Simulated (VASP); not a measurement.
HfO2:

```
Hf O
1.0
     5.21946    0.00000    0.00000
     0.00000    5.00476    0.00000
     0.00000    0.00000    5.03269
Hf O
4 8
Direct
  0.96699 0.73252 0.74144
  0.53301 0.73252 0.24144
  0.46699 0.26748 0.74144
  0.03301 0.26748 0.24144
  0.63213 0.92865 0.87927
  0.86787 0.92865 0.37927
  0.23395 0.53988 0.49229
  0.26605 0.53988 0.99229
  0.76605 0.46012 0.99229
  0.73395 0.46012 0.49229
  0.13213 0.07135 0.87927
  0.36787 0.07135 0.37927
```

Base run:

```yaml
Program: VASP 6.6.1
Functional: RPBE
Dispersion: D3(BJ)
Potentials_or_basis: VASP PAW PBE potentials, release 64 (Hf_pv, O)
Cutoff: 520 eV
k_mesh: 5 × 6 × 5
Occupations: fermi-dirac, width 0.05 eV
Spin: no spin polarisation
```

Its results: band gap on the k mesh 4.52 eV, indirect (least direct gap 4.71 eV); pressure -11.2 GPa; largest force 0.141 eV/Å.

Task: After a change of settings the same cell gave: band gap on the k mesh 4.48 eV, indirect (least direct gap 4.67 eV); pressure 5.6 GPa; largest force 0.123 eV/Å. Which change was it?
A. functional from RPBE to PBEsol; dispersion from D3(BJ) to none
B. functional from RPBE to BLYP; dispersion from D3(BJ) to none
C. functional from RPBE to BLYP
D. functional from RPBE to PBE; further incar settings from ALGO = Normal; EDIFF = 1e-06; NBANDS = 56 to ALGO = Normal; EDIFF = 1e-07; NBANDS = 56

Result: C.

Caveats: the PAW data sets were made with another functional, which shifts forces and pressure a little; spin-orbit coupling is left out, which moves the levels of the heavy elements.
